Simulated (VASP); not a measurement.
Here is a VASP 6.6.1 calculation.

Contents of INCAR:

```
PREC     = Accurate       # precision mode
ENCUT    = 520            # plane-wave cutoff, eV
EDIFF    = 1E-7           # SCF threshold, eV
ISMEAR   = 1              # smearing method
SIGMA    = 0.155          # smearing width, eV
LREAL    = F              # projectors in reciprocal space
LASPH    = T              # aspherical terms in the spheres
NELM     = 80             # most SCF steps
ALGO     = Normal         # electronic algorithm
ISIF     = 2              # what is computed and relaxed
LWAVE    = F              # write WAVECAR
LCHARG   = F              # write CHGCAR
GGA      = PS             # functional
NBANDS   = 35             # bands
```

Contents of KPOINTS:

```
regular mesh
0
Gamma
  12 12 4
```

Contents of POSCAR:

```
MoS2
1.0
    3.0049342683      0.0000000000      0.0000000000
   -1.5024671342      2.6023494130      0.0000000000
    0.0000000000      0.0000000000     13.4104206526
Mo S
2 4
Direct
    0.3333333333      0.6666666667      0.2500000000
    0.6666666667      0.3333333333      0.7500000000
    0.3333333333      0.6666666667      0.6259932117
    0.6666666667      0.3333333333      0.1259932117
    0.3333333333      0.6666666667      0.8740067883
    0.6666666667      0.3333333333      0.3740067883
```

Potentials or basis: VASP PAW PBE potentials, release 64 (Mo_sv, S).

Command:

```bash
$ cat potpaw_PBE.64/Mo_sv/POTCAR potpaw_PBE.64/S/POTCAR > POTCAR
$ mpirun -np 1 vasp_std > vasp.out
```

**Question.** What does it give for the band gap on the k mesh?

**Answer.** 1.07 eV (least direct gap 1.82 eV).

**Question.** Estimate the largest force.

**Answer.** 0.976 eV/Å.

Stress tensor (GPa, compression positive):
```
  9.85   0.00   0.00
  0.00   9.85   0.00
  0.00   0.00 -10.45
```

Caveat: the cell stands under pressure; the PAW data sets were made with another functional, which shifts forces and pressure a little; this functional lacks dispersion, which binds the layers, so the pressure and a relaxed spacing across them are unreliable. As with any semilocal functional, this PBEsol gap is likely too small.
